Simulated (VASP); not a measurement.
Write the native input for VASP 6.6.1 that does the following.

```
Task                   : single point
Functional             : LDA
Potentials or basis    : VASP PAW LDA potentials, release 64 (Bi_d, Rh_pv)
Cutoff                 : 520 eV
k mesh                 : 12 × 12 × 7
Occupations            : fermi-dirac, width 0.03 eV
Spin                   : no spin polarisation
Dipole correction      : no
Further INCAR settings : ALGO = Normal; EDIFF = 1e-06; NBANDS = 38
```

The structure of BiRh lies in POSCAR:

```
BiRh
1.0
    4.0386697459      0.0000000000      0.0000000000
   -2.0193348729      3.4975905974      0.0000000000
    0.0000000000      0.0000000000      5.5864635908
Bi Rh
2 2
Direct
    0.3333333333      0.6666666667      0.2500000000
    0.6666666667      0.3333333333      0.7500000000
    0.0000000000      0.0000000000      0.0000000000
    0.0000000000      0.0000000000      0.5000000000
```

One way to write it, as run:

INCAR

```
SYSTEM = BiRh
ALGO = Normal ; EDIFF = 1E-6
ENCUT = 520 ; ISIF = 2
ISMEAR = -1 ; LASPH = .TRUE.
LCHARG = .FALSE. ; LREAL = .FALSE.
LWAVE = .FALSE. ; NBANDS = 38
NELM = 100 ; PREC = Accurate
SIGMA = 0.03
```

KPOINTS

```
k-points
0
G
  12 12 7
  0 0 0
```

Potentials or basis: VASP PAW LDA potentials, release 64 (Bi_d, Rh_pv).

Launch:

```console
$ cat potpaw_LDA.64/Bi_d/POTCAR potpaw_LDA.64/Rh_pv/POTCAR > POTCAR
$ mpirun -np 1 vasp_std > vasp.out
```

Results of the run:

```yaml
Pressure: 3.6 GPa
Band_gap_on_the_k_mesh: zero (bands 30 and 31 overlap by 2.72 eV)
```

Caveat: the cell stands under pressure; spin-orbit coupling is left out, which moves the levels of the heavy elements.

Wall time 87 s on 1 thread of AMD EPYC 9R45 96-Core Processor (Zen 5) (shared host), peak memory 0.26 GiB.
